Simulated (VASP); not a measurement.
# Cu4O (I-43m) in VASP: notebook, part 3 of 3

VASP 6.6.1. Earlier steps stand in the parts before.

### Step 4. Single point, PBE, collinear spin, ferromagnetic start

This run uses another cell than the first one, of 16.04 Å³/atom, 1.231 times its volume.

INCAR reads:

```
SYSTEM = Cu4O
PREC = Accurate ; ENCUT = 520
EDIFF = 1E-6 ; ISMEAR = 0
SIGMA = 0.1 ; LREAL = .False.
LASPH = .True. ; NELM = 150
ALGO = Normal ; ISIF = 2
LWAVE = .False. ; LCHARG = .False.
ISPIN = 2 ; MAGMOM = 1 1 1 1 0
LORBIT = 11 ; LMAXMIX = 4
GGA = PE ; NBANDS = 37
```

KPOINTS reads:

```
Automatic mesh
0
Gamma
  4 4 4
  0 0 0
```

POSCAR reads:

```
Cu4O
1.0
   -2.7169231800      2.7169231800      2.7169231800
    2.7169231800     -2.7169231800      2.7169231800
    2.7169231800      2.7169231800     -2.7169231800
Cu O
4 1
Direct
    0.0000000000      0.0000000000      0.7463128600
    0.7463128600      0.0000000000      0.0000000000
    0.0000000000      0.7463128600      0.0000000000
    0.2536871400      0.2536871400      0.2536871400
    0.0000000000      0.0000000000      0.0000000000
```

Potentials or basis: VASP PAW PBE potentials, release 64 (Cu, O).

The run is started by

```sh
cat potpaw_PBE.64/Cu/POTCAR potpaw_PBE.64/O/POTCAR > POTCAR
mpirun -np 1 vasp_std > vasp.out
```

OUTCAR:

```text
SYSTEM = Cu4O
   PREC = Accurate
   ENCUT = 520
   EDIFF = 1E-6
   ISMEAR = 0
   LREAL = .False.
   LASPH = .True.
   NELM = 150
   ISIF = 2
   ISPIN = 2
   LORBIT = 11
   GGA = PE

 ion  position               nearest neighbor table
   1  0.000  0.000  0.746-   5 1.19   2 1.95   3 1.95   4 1.95
   2  0.746  0.000  0.000-   5 1.19   1 1.95   3 1.95   4 1.95
   3  0.000  0.746  0.000-   5 1.19   1 1.95   2 1.95   4 1.95
   4  0.254  0.254  0.254-   5 1.19   1 1.95   3 1.95   2 1.95
   5  0.000  0.000  0.000-   1 1.19   2 1.19   3 1.19   4 1.19

  LATTYP: Found a body centered cubic cell.
 ALAT       =     5.4338463600

  Lattice vectors:

 A1 = (  -2.7169231800,   2.7169231800,   2.7169231800)
 A2 = (   2.7169231800,  -2.7169231800,   2.7169231800)
 A3 = (   2.7169231800,   2.7169231800,  -2.7169231800)

Analysis of symmetry for initial positions (statically):
=====================================================================
 Subroutine PRICEL returns:
 Original cell was already a primitive cell.

 Routine SETGRP: Setting up the symmetry group for a
 body centered cubic supercell.

 Subroutine GETGRP returns: Found 24 space group operations
 (whereof 24 operations were pure point group operations)
 out of a pool of 48 trial point group operations.

The static configuration has the point symmetry T_d .

Analysis of symmetry for dynamics (positions and initial velocities):
=====================================================================
 Subroutine PRICEL returns:
 Original cell was already a primitive cell.

 Routine SETGRP: Setting up the symmetry group for a
 body centered cubic supercell.

 Subroutine GETGRP returns: Found 24 space group operations
 (whereof 24 operations were pure point group operations)
 out of a pool of 48 trial point group operations.

The dynamic configuration has the point symmetry T_d .

Analysis of structural, dynamic, and magnetic symmetry:
=====================================================================
 Subroutine PRICEL returns:
 Original cell was already a primitive cell.

 Routine SETGRP: Setting up the symmetry group for a
 body centered cubic supercell.

 Subroutine GETGRP returns: Found 24 space group operations
 (whereof 24 operations were pure point group operations)
 out of a pool of 48 trial point group operations.

The overall configuration has the point symmetry T_d .

 Subroutine INISYM returns: Found 24 space group operations
 (whereof 24 operations are pure point group operations),
 and found     1 'primitive' translations

----------------------------------------------------------------------------------------

                                     Primitive cell

  volume of cell :      80.2217

  direct lattice vectors                    reciprocal lattice vectors
    -2.716923180  2.716923180  2.716923180     0.000000000  0.184031703  0.184031703
     2.716923180 -2.716923180  2.716923180     0.184031703  0.000000000  0.184031703
     2.716923180  2.716923180 -2.716923180     0.184031703  0.184031703  0.000000000

  length of vectors
     4.705848988  4.705848988  4.705848988     0.260260130  0.260260130  0.260260130

  position of ions in fractional coordinates (direct lattice)
     0.000000000  0.000000000  0.746312860
[... 69 lines left out ...]
   EDIFFG = 0.1E-04   stopping-criterion for IOM
   NSW    =      0    number of steps for IOM
   IBRION =     -1    ionic relax: 0-MD 1-quasi-New 2-CG
   NFREE  =      0    steps in history (QN), initial steepest desc. (CG)
   ISIF   =      2    stress and relaxation
   ISYM   =      2    0-nonsym 1-usesym 2-fastsym
   POTIM  = 0.5000    time-step for ionic-motion
   TEBEG  =    0.0;   TEEND  =   0.0 temperature during run
   PSTRESS=    0.0 pullay stress
   NELECT =      50.0000    total number of electrons
   NUPDOWN=      -1.0000    fix difference up-down
   EMIN   =  10.00;   EMAX   =-10.00  energy-range for DOS
   EFERMI =   0.00;   METHOD = LEGACY
   ISMEAR =     0;   SIGMA  =   0.10  broadening in eV -4-tet -1-fermi 0-gaus
   EFERMI_NEDOS =   21; number of points for ismear=-14 and -15
   IALGO  =     38    algorithm
   IMIX   =      4    mixing-type and parameters
     AMIX     =   0.40;   BMIX     =  1.00
     AMIX_MAG =   1.60;   BMIX_MAG =  1.00
  volume/ion in A,a.u.               =      16.04       108.27
  Fermi-wavevector in a.u.,A,eV,Ry     =   1.398409  2.642609 26.606834  1.955547
  Thomas-Fermi vector in A             =   2.521570
   LORBIT       =     11    0 simple, 1 ext, 2 COOP (PROOUT), +10 PAW based schemes
   GGA     = PE    functional components
   LHFCALC =     F    Hartree Fock is set to
   AEXX    =    0.0000 exact exchange contribution
   IVDW    =     0    specifies the selected vdW correction
   LEPSILON=     F    determine dielectric tensor
   LRPA    =     F    only Hartree local field effects (RPA)
 spin polarized calculation
 Gauss-broadening in eV      SIGMA  =   0.10
  energy-cutoff  :      520.00
  volume of cell :       80.22
 maximum number of plane-waves:      2214
 NGX is ok and might be reduce to    36
   NGX = 17   NGY = 17   NGZ = 17

 number of electron      49.9999967 magnetization      -0.0003399

 number of electron      49.9999967 magnetization       0.0000576

 Free energy of the ion-electron system (eV)
  ---------------------------------------------------
  ext. energy  EPLUGINS =         0.00000000
  ---------------------------------------------------
  free energy    TOTEN  =        38.43911189 eV

  energy without entropy =       38.44326672  energy(sigma->0) =       38.44118930

 E-fermi :   5.5975     XC(G=0):  -9.9016

 val. band max:        5.2502824972   @ k =   0.5000   0.5000   0.2500
 cond. band min:       5.6962695014   @ k =   0.5000   0.5000   0.2500
 fundamental gap:      0.4459870042
 Fermi energy:         5.5974889442

 spin component 1

 k-point     1 :       0.0000    0.0000    0.0000
  band No.  band energies     occupation
      1     -25.6744      1.00000
      2     -15.2997      1.00000
      3     -15.2997      1.00000
      4     -15.2997      1.00000
      5      -3.7705      1.00000
      6      -3.7705      1.00000
[... 309 lines left out ...]
     36      16.6867      0.00000
     37      16.6867      0.00000
 Fermi energy:         5.5974889442

 spin component 2

 k-point     1 :       0.0000    0.0000    0.0000
  band No.  band energies     occupation
      1     -25.6743      1.00000
      2     -15.2996      1.00000
      3     -15.2996      1.00000
      4     -15.2996      1.00000
      5      -3.7704      1.00000
      6      -3.7704      1.00000
[... 309 lines left out ...]
     36      16.6867      0.00000
     37      16.6867      0.00000

------------------------ aborting loop because EDIFF is reached ----------------------------------------

  FORCE on cell =-STRESS in cart. coord.  units (eV):
  Direction    XX          YY          ZZ          XY          YZ          ZX
  --------------------------------------------------------------------------------------
  -------------------------------------------------------------------------------------
  Total      118.8129102    118.8129102    118.8129102      0.0000000      0.0000000     -0.0000000
  in kB     2372.9148125   2372.9148125   2372.9148125      0.0000000      0.0000000     -0.0000000
  external PRESSURE =    2372.9148125 kB  Pullay stress =       0.0000000 kB

 VOLUME and BASIS-vectors are now :
 -----------------------------------------------------------------------------
  energy-cutoff  :      520.00
  volume of cell :       80.22
      direct lattice vectors                 reciprocal lattice vectors
    -2.716923180  2.716923180  2.716923180     0.000000000  0.184031703  0.184031703
     2.716923180 -2.716923180  2.716923180     0.184031703  0.000000000  0.184031703
     2.716923180  2.716923180 -2.716923180     0.184031703  0.184031703  0.000000000

 POSITION                                       TOTAL-FORCE (eV/Angst)
 -----------------------------------------------------------------------------------
      2.02767      2.02767     -2.02767       -44.108777    -44.108777     44.108777
     -2.02767      2.02767      2.02767        44.108777    -44.108777    -44.108777
      2.02767     -2.02767      2.02767       -44.108777     44.108777    -44.108777
      0.68925      0.68925      0.68925        44.108777     44.108777     44.108777
      0.00000      0.00000      0.00000        -0.000000     -0.000000      0.000000
 -----------------------------------------------------------------------------------
    total drift:                                0.000022      0.000022      0.000027

  FREE ENERGIE OF THE ION-ELECTRON SYSTEM (eV)
  ---------------------------------------------------
  free  energy   TOTEN  =        38.4391118917 eV

  energy  without entropy=       38.4432667164  energy(sigma->0) =       38.44118930

 total charge

# of ion       s       p       d       tot
------------------------------------------
    1        0.841   1.153   9.800  11.794
    2        0.841   1.153   9.800  11.794
    3        0.841   1.153   9.800  11.794
    4        0.841   1.153   9.800  11.794
    5        1.919   4.550   0.000   6.469
--------------------------------------------------
tot          5.283   9.162  39.201  53.646

 magnetization (x)

# of ion       s       p       d       tot
------------------------------------------
    1        0.000   0.000   0.000   0.000
    2        0.000   0.000   0.000   0.000
    3        0.000   0.000   0.000   0.000
    4        0.000   0.000   0.000   0.000
    5        0.000   0.000   0.000   0.000
--------------------------------------------------
tot          0.000   0.000   0.000   0.000
```

stdout:

```text
POSCAR found type information on POSCAR CuO
 POSCAR found :  2 types and       5 ions
 scaLAPACK will be used
 LDA part: xc-table for (Slater+PW92), standard interpolation
 POSCAR, INCAR and KPOINTS ok, starting setup
 FFT: planning ... GRIDC
 FFT: planning ... GRID_SOFT
 FFT: planning ... GRID
 WAVECAR not read
 entering main loop
```

It took 67 s on 1 thread of AMD EPYC 7R43 (Zen 3), shared host; peak memory 0.22 GiB.

Results:

```
Free energy            : 38.4391 eV
Pressure               : 237.3 GPa
Largest force          : 76.399 eV/Å
Band gap on the k mesh : zero (filled and empty bands overlap)
Net moment             : 0.00 μB per cell
```

Forces in eV/Å, atoms in the order of the input:
```
Cu  -44.109 -44.109  44.109
Cu   44.109 -44.109 -44.109
Cu  -44.109  44.109 -44.109
Cu   44.109  44.109  44.109
O     0.000   0.000   0.000
```

Caveat: the k points lie up to 0.41 Å⁻¹ apart; forces of over 1 eV/Å act on the atoms, so gaps and moduli don't describe the material at rest.

### Step 5. Relaxation of cell and atoms, PBE

INCAR reads:

```
PREC = Accurate
ENCUT = 600
EDIFF = 1E-6
ISMEAR = 0
SIGMA = 0.1
LREAL = F
LASPH = T
NELM = 60
ALGO = Normal
ISIF = 3
LWAVE = F
LCHARG = F
GGA = PE
IBRION = 2
NSW = 90
EDIFFG = -0.04
```

KPOINTS reads:

```
Automatic mesh
0
Gamma
  6 6 6
```

POSCAR reads:

```
Cu4O
1.0
   -2.5349434246      2.5349434246      2.5349434246
    2.5349434246     -2.5349434246      2.5349434246
    2.5349434246      2.5349434246     -2.5349434246
Cu O
4 1
Direct
    0.0000000000      0.0000000000      0.5305557968
    0.5305557968      0.0000000000      0.0000000000
    0.0000000000      0.5305557968      0.0000000000
    0.4694442032      0.4694442032      0.4694442032
    0.0000000000      0.0000000000      0.0000000000
```

The run is started by

```sh
cat potpaw_PBE.64/Cu/POTCAR potpaw_PBE.64/O/POTCAR > POTCAR
mpirun -np 1 vasp_std > vasp.out
```

Run time: 1.8 min. Hardware: 1 thread of AMD EPYC 7R43 (Zen 3), shared host; peak memory 0.18 GiB.

Results (log left out):

```yaml
Free_energy: -18.5709 eV
Relaxed_volume: 13.07 Å³/atom
Relaxed_cell: a = 4.395 Å, b = 4.395 Å, c = 4.395 Å, α = 109.47°, β = 109.47°, γ = 109.47°
Space_group_after_relaxing_to_0.05_Å: I-43m (No. 217)
Energy_gained_by_relaxing: 0.2 meV/atom
Ionic_steps: 3
Pressure_after_relaxing: -0.4 GPa
Largest_force_after_relaxing: 0.037 eV/Å
Band_gap_on_the_k_mesh: zero (band 25 reaches 5.59 eV, above the bottom of band 26 at 4.79 eV)
```

Forces in eV/Å, atoms in the order of the input:
```
Cu  -0.021 -0.021  0.021
Cu   0.021 -0.021 -0.021
Cu  -0.021  0.021 -0.021
Cu   0.021  0.021  0.021
O    0.000  0.000  0.000
```

Step by step:
```
step  energy change (eV)  largest force (eV/Å)  pressure (GPa)  volume (Å³)
   1              0.0000                0.0505            0.13        65.16
   2             -0.0005                0.0439           -0.15        65.26
   3             -0.0008                0.0370           -0.37        65.37
```

Final structure:
```cif
data_structure
_symmetry_space_group_name_H-M 'P 1'
_symmetry_Int_Tables_number 1
_cell_length_a 4.3954
_cell_length_b 4.3954
_cell_length_c 4.3954
_cell_angle_alpha 109.471
_cell_angle_beta 109.471
_cell_angle_gamma 109.471
_cell_volume 65.37
loop_
_atom_site_label
_atom_site_type_symbol
_atom_site_fract_x
_atom_site_fract_y
_atom_site_fract_z
_atom_site_occupancy
Cu1 Cu 0.00000 0.00000 0.52937 1
Cu2 Cu 0.52937 0.00000 0.00000 1
Cu3 Cu 0.00000 0.52937 0.00000 1
Cu4 Cu 0.47063 0.47063 0.47063 1
O1 O 0.00000 0.00000 0.00000 1
```

Levels at points of the mesh, in eV from the Fermi level:
| k point | band 23 | band 24 | band 25 | band 26 | band 27 | band 28 |
| --- | --- | --- | --- | --- | --- | --- |
| (0.00, 0.00, 0.00) | -1.34 | -1.34 | -1.34 | 3.51 | 3.51 | 3.51 |
| (0.50, 0.00, 0.00) | -1.77 | -1.42 | -1.01 | 0.89 | 2.08 | 3.80 |
| (0.50, 0.50, 0.50) | -1.15 | -0.83 | -0.83 | -0.83 | 2.97 | 2.97 |

With open d or f shells a metallic result of PBE can be an artefact of self-interaction; +U or a hybrid may open a gap.

### Step 6. Overview

| task | spin | cell | k mesh | cutoff (eV) | gap on the mesh (eV) | pressure (GPa) | moment (μB) | largest force (eV/Å) |
| --- | --- | --- | --- | --- | --- | --- | --- | --- |
| single point | off | a = 4.391 Å, angles 109.5°, 5 atoms | 6 × 6 × 6 | 520 | none | 0.1 | - | 0.05 |
| single point | collinear, ferromagnetic start | a = 4.391 Å, angles 109.5°, 5 atoms | 4 × 4 × 4 | 520 | none | 0.3 | 0.00 | 0.03 |
| single point | collinear, ferromagnetic start | a = 4.706 Å, angles 109.5°, 5 atoms | 4 × 4 × 4 | 520 | none | 237.3 | 0.00 | 76.40 |
| relaxation of cell and atoms | off | relaxed from a = 4.391 Å, angles 109.5°, 5 atoms | 6 × 6 × 6 | 600 | none | -0.4 | - | 0.04 |

Alike in all rows: level PBE; potentials or basis VASP PAW PBE potentials, release 64 (Cu, O); smearing gaussian 0.1 eV.

Caveats: some runs use coarse meshes; forces of over 1 eV/Å act on the atoms, so gaps and moduli don't describe the material at rest (some runs).

Total energies depend on the potentials used, so only differences within one code and one set of settings carry meaning.
